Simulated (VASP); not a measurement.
Set up this calculation in VASP 6.6.1, as the native input.

- Task: single point
- Functional: LDA
- Potentials or basis: VASP PAW LDA potentials, release 64 (Tl_d, Br)
- Cutoff: 500 eV
- k mesh: 4 × 4 × 4
- Occupations: gaussian, width 0.05 eV
- Spin: no spin polarisation
- Dipole correction: no
- Further INCAR settings: ALGO = Normal; EDIFF = 1e-06; NBANDS = 17

The structure of TlBr lies in POSCAR:

```
TlBr
1.0
    3.8458819148      0.0000000000      0.0000000000
    0.0000000000      3.8458819148      0.0000000000
    0.0000000000      0.0000000000      3.8458819148
Tl Br
1 1
Direct
    0.0000000000      0.0000000000      0.0000000000
    0.5000000000      0.5000000000      0.5000000000
```

One way to write it, as run:

INCAR

```
SYSTEM = TlBr
ALGO = Normal
EDIFF = 1E-6
ENCUT = 500
GGA_COMPAT = .FALSE.
ISIF = 2
ISMEAR = 0
LASPH = .TRUE.
LCHARG = .FALSE.
LREAL = .FALSE.
LWAVE = .FALSE.
NBANDS = 17
NELM = 120
PREC = Accurate
SIGMA = 0.05
```

KPOINTS

```
k-points
0
G
  4 4 4
  0 0 0
```

Potentials or basis: VASP PAW LDA potentials, release 64 (Tl_d, Br).

Launch:

```console
$ cat potpaw_LDA.64/Tl_d/POTCAR potpaw_LDA.64/Br/POTCAR > POTCAR
$ mpirun -np 1 vasp_std > vasp.out
```

Results of the run:

The pressure is 0.1 GPa. The band gap on the k mesh is 1.35 eV, direct.

Caveat: spin-orbit coupling is left out, which moves the levels of the heavy elements.

Wall time 8.7 s on 1 thread of Intel Xeon 8259CL (shared host), peak memory 0.14 GiB.
